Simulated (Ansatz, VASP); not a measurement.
# Se in VASP and in Ansatz

```
Se
1.0
     4.36620    0.00000    0.00000
    -2.18310    3.78124    0.00000
     0.00000    0.00000    5.00314
Se
3
Direct
  0.77460 0.77460 0.00000
  0.00000 0.22540 0.66667
  0.22540 0.00000 0.33333
```

Alike in both runs: task single point; functional PBEsol; k mesh 6 × 6 × 5; occupations fermi-dirac, width 0.05 eV; no spin polarisation.

|  | VASP | Ansatz |
| --- | --- | --- |
| version | VASP 6.6.1 | Ansatz 0.2.0 |
| potentials or method | VASP PAW PBE potentials, release 64 (Se) | Ansatz PAW |
| plane-wave cutoff (eV) | 520 | 420 |
| valence electrons in the cell | 18 | 48 |

VASP gave:

| Quantity | Value |
| --- | --- |
| gap on the k mesh at the Fermi level (eV) | 1.25 |
| least direct gap on the mesh (eV) | 1.37 |
| pressure (GPa) | -0.4 |
| traceless stress, the component that is largest in VASP (GPa) | 0.54 |
| rms of the force components (eV/Å) | 0.124 |

Problem. Estimate Ansatz's values.

Solution. gap on the k mesh at the Fermi level (eV): 1.25; least direct gap on the mesh (eV): 1.38; pressure (GPa): -0.6; traceless stress, the component that is largest in VASP (GPa): 0.47; rms of the force components (eV/Å): 0.099.

VASP's potentials were made for PBE, not for PBEsol. Atom by atom the forces differ by 0.025 eV/Å (rms over components). With one functional, cell and mesh, what is left measures potentials, basis and numerics. VASP's potentials hold 18 valence electrons a cell and Ansatz's 48, so a difference there can come from the potentials and not from the codes.

Noted on Ansatz's run: odd divisions of the mesh miss points on the zone boundary, where band edges often lie, so the gap on the mesh can be too wide.
